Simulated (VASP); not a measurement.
Write the native input for VASP 6.6.1 that does the following.

| Property | Result |
| --- | --- |
| Task | single point |
| Functional | LDA |
| Potentials or basis | VASP PAW LDA potentials, release 64 (Hg, Te) |
| Cutoff | 500 eV |
| k mesh | 6 × 6 × 6 |
| Occupations | fermi-dirac, width 0.1 eV |
| Spin | no spin polarisation |
| Dipole correction | no |
| Further INCAR settings | ALGO = Normal; EDIFF = 1e-06; NBANDS = 16 |

The structure of HgTe lies in POSCAR:

```
HgTe
1.0
   -3.0456030000      3.0456030000      1.5594100000
    3.0456030000     -3.0456030000      1.5594100000
    3.0456030000      3.0456030000     -1.5594100000
Hg Te
1 1
Direct
    0.7500000000      0.2500000000      0.5000000000
    0.0000000000      0.0000000000      0.0000000000
```

These files were run (other wordings do the same):

INCAR

```
PREC = Accurate ; ENCUT = 500
EDIFF = 1E-6 ; ISMEAR = -1
SIGMA = 0.1 ; LREAL = False
LASPH = True ; NELM = 120
ALGO = Normal ; ISIF = 2
LWAVE = False ; LCHARG = False
NBANDS = 16 ; GGA_COMPAT = False
```

KPOINTS

```
Automatic mesh
0
Gamma
  6 6 6
```

Potentials or basis: VASP PAW LDA potentials, release 64 (Hg, Te).

Command:

```bash
$ cat potpaw_LDA.64/Hg/POTCAR potpaw_LDA.64/Te/POTCAR > POTCAR
$ mpirun -np 1 vasp_std > vasp.out
```

It gave:

* Pressure: -4.5 GPa
* Band gap on the k mesh: zero (bands 9 and 10 overlap by 3.84 eV)

Caveat: the k points lie up to 0.38 Å⁻¹ apart, too coarse for converged energies and pressures of a metal; spin-orbit coupling is left out, which moves the levels of the heavy elements.

It took 14 s on 1 thread of Intel(R) Xeon(R) 6975P-C (Granite Rapids), on a shared host, peak memory 0.18 GiB.
